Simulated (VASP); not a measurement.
**InPd: single point with PBEsol-based screened hybrid with 25 % exact exchange**

InPd:

```
CELL_PARAMETERS angstrom
0.00000 2.74607 2.74607
2.74607 0.00000 2.74607
2.74607 2.74607 0.00000
ATOMIC_POSITIONS crystal
In 0.00000 0.00000 0.00000
Pd 0.50000 0.50000 0.50000
```

* Program: VASP 6.6.1
* Task: single point
* Functional: PBEsol-based screened hybrid with 25 % exact exchange
* Potentials or basis: VASP PAW PBE potentials, release 64 (In_d, Pd)
* Cutoff: 520 eV
* k mesh: 4 × 4 × 4
* Occupations: fermi-dirac, width 0.05 eV
* Spin: no spin polarisation

The pressure is -7.1 GPa and the band gap on the k mesh is zero (an odd number of electrons rules out a gap without spin polarisation).

Levels at points of the mesh, in eV from the Fermi level:
```csv
k point,band 7,band 8,band 9,band 10,band 11,band 12,band 13,band 14,band 15,band 16
"(0.00, 0.00, 0.00)",-3.58,-3.58,-3.58,-3.04,-3.04,6.41,6.41,6.41,9.75,12.59
"(0.50, 0.00, 0.00)",-5.37,-4.16,-4.16,-3.10,-3.10,-1.54,8.34,8.42,8.42,8.83
"(0.50, 0.50, 0.00)",-4.06,-2.94,-2.94,-2.78,-2.52,0.43,2.07,2.07,5.76,8.61
```

It took 18 min on 1 thread of Intel(R) Xeon(R) Platinum 8259CL CPU @ 2.50GHz (Skylake/Cascade Lake), on a shared host, peak memory 0.28 GiB.

Caveat: the k points lie up to 0.50 Å⁻¹ apart, too coarse for converged energies and pressures of a metal; the PAW data sets were made with another functional, which shifts forces and pressure a little; spin-orbit coupling is left out, which moves the levels of the heavy elements.
